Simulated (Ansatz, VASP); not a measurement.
**Mg: VASP beside Ansatz**

The input INCAR:

```
PREC     = Accurate       # precision mode
ENCUT    = 520            # plane-wave cutoff, eV
EDIFF    = 1E-7           # SCF threshold, eV
ISMEAR   = 0              # smearing method
SIGMA    = 0.15           # smearing width, eV
LREAL    = False          # projectors in reciprocal space
LASPH    = True           # aspherical terms in the spheres
NELM     = 80             # most SCF steps
ALGO     = Normal         # electronic algorithm
ISIF     = 2              # what is computed and relaxed
LWAVE    = False          # write WAVECAR
LCHARG   = True           # write CHGCAR
GGA      = PS             # functional
LELF     = True           # ELF
LVHAR    = True         
NBANDS   = 9              # bands
```

The input KPOINTS:

```
Automatic mesh
0
Gamma
  18 18 10
```

Contents of POSCAR:

```
Mg
1.0
    2.9525298099      0.0000000000      0.0000000000
   -1.4762649049      2.5569658208      0.0000000000
    0.0000000000      0.0000000000      4.7935036000
Mg
2
Direct
    0.3333333333      0.6666666667      0.2500000000
    0.6666666667      0.3333333333      0.7500000000
```

Input for Ansatz:

```yaml
crystal:
  lattice:
    - [2.9525298099, 0.0, 0.0]
    - [-1.4762649049, 2.5569658208, 0.0]
    - [0.0, 0.0, 4.7935036]
  atoms:
    - { symbol: Mg, position: [0.3333333333, 0.6666666667, 0.25] }
    - { symbol: Mg, position: [0.6666666667, 0.3333333333, 0.75] }
basis:
  ecutwfc: 420
kpoints:
  mp_grid: { grid: [18, 18, 10] }
hamiltonian:
  xc: pbesol
scf:
  occupations: { method: gaussian, width: 0.15 }
output:
  forces: true
  stress: true
  eigenvalues: true
```

Change from the starting cell: strain -0.080 along x and y, -0.080 along z, atoms carried along.

Alike in both runs: task single point; functional PBEsol; k mesh 18 × 18 × 10; occupations gaussian, width 0.15 eV; no spin polarisation.

```csv
,VASP,Ansatz
version,VASP 6.6.1,Ansatz 0.2.0
potentials or method,"VASP PAW PBE potentials, release 64 (Mg), cutoff 520 eV","scalar-relativistic, plane waves, PAW"
valence electrons in the cell,4,20
```

|  | VASP | Ansatz | Ansatz less VASP |
| --- | --- | --- | --- |
| gap on the k mesh at the Fermi level (eV) | none | none | - |
| pressure (GPa) | 12.7 | 12.5 | -0.13 |
| traceless stress, the component that is largest in VASP (GPa) | -0.33 | -0.32 | +0.008 |

VASP's potentials were made for PBE, not for PBEsol. A gap of «none» marks a metal or a gap that the smearing closes. The functional is the same, so the differences come from potentials, cutoffs and numerics. VASP's potentials hold 4 valence electrons a cell and Ansatz's 20, so a difference there can come from the potentials and not from the codes.
